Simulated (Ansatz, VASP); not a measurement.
# One calculation of Yb, two programs

File INCAR:

```
ALGO     = Normal         # electronic algorithm
EDIFF    = 1E-6           # SCF threshold, eV
ENCUT    = 520            # plane-wave cutoff, eV
GGA      = RP             # functional
ISIF     = 2              # what is computed and relaxed
ISMEAR   = 0              # smearing method
ISPIN    = 2              # spin polarisation
LASPH    = T              # aspherical terms in the spheres
LCHARG   = F              # write CHGCAR
LMAXMIX  = 6              # l up to which the mixer works
LORBIT   = 11             # projections on sites
LREAL    = F              # projectors in reciprocal space
LWAVE    = F              # write WAVECAR
MAGMOM   = 1              # initial moments
NBANDS   = 22             # bands
NELM     = 150            # most SCF steps
PREC     = Accurate       # precision mode
SIGMA    = 0.02           # smearing width, eV
```

KPOINTS

```
k-points
0
Gamma
  8 8 8
```

File POSCAR:

```
Yb
1.0
    0.0000000000      2.7431000000      2.7431000000
    2.7431000000      0.0000000000      2.7431000000
    2.7431000000      2.7431000000      0.0000000000
Yb
1
Direct
    0.0000000000      0.0000000000      0.0000000000
```

input.yaml

```yaml
crystal:
  lattice:
    - [0.0, 2.7431, 2.7431]
    - [2.7431, 0.0, 2.7431]
    - [2.7431, 2.7431, 0.0]
  atoms:
    - { symbol: Yb, position: [0.0, 0.0, 0.0], spin: 1.0 }
kpoints:
  mp_grid: { grid: [8, 8, 8] }
scf:
  occupations: { method: gaussian, width: 0.02 }
hamiltonian:
  xc: rpbe
  pseudopotentials: { kind: all_electron, lapw: { basis_error: 0.001 } }
magnetization:
  spin_polarized: true
output:
  forces: true
  stress: true
  eigenvalues: true
```

Alike in both runs: task single point; functional RPBE; k mesh 8 × 8 × 8; occupations gaussian, width 0.02 eV; collinear spin.

|  | VASP | Ansatz |
| --- | --- | --- |
| version | VASP 6.6.1 | Ansatz 0.2.0 |
| potentials or method | VASP PAW PBE potentials, release 64 (Yb), cutoff 520 eV | all-electron LAPW, scalar-relativistic |

VASP gave:

| Item | Value |
| --- | --- |
| gap on the k mesh at the Fermi level (eV) | none |
| pressure (GPa) | -2.3 |
| net moment per atom (μB) | 0.02 |

Q: What did Ansatz give for the same quantities?

A: gap on the k mesh at the Fermi level (eV): none; pressure (GPa): -1.0; net moment per atom (μB): 0.00.

VASP's potentials were made for PBE, not for RPBE. A gap of «none» marks a metal or a gap that the smearing closes. Ansatz ran all-electron here, and VASP with PAW potentials.

Spin-orbit coupling is off throughout. Noted on Ansatz's run: the open f shell may have settled in a state that isn't the lowest.
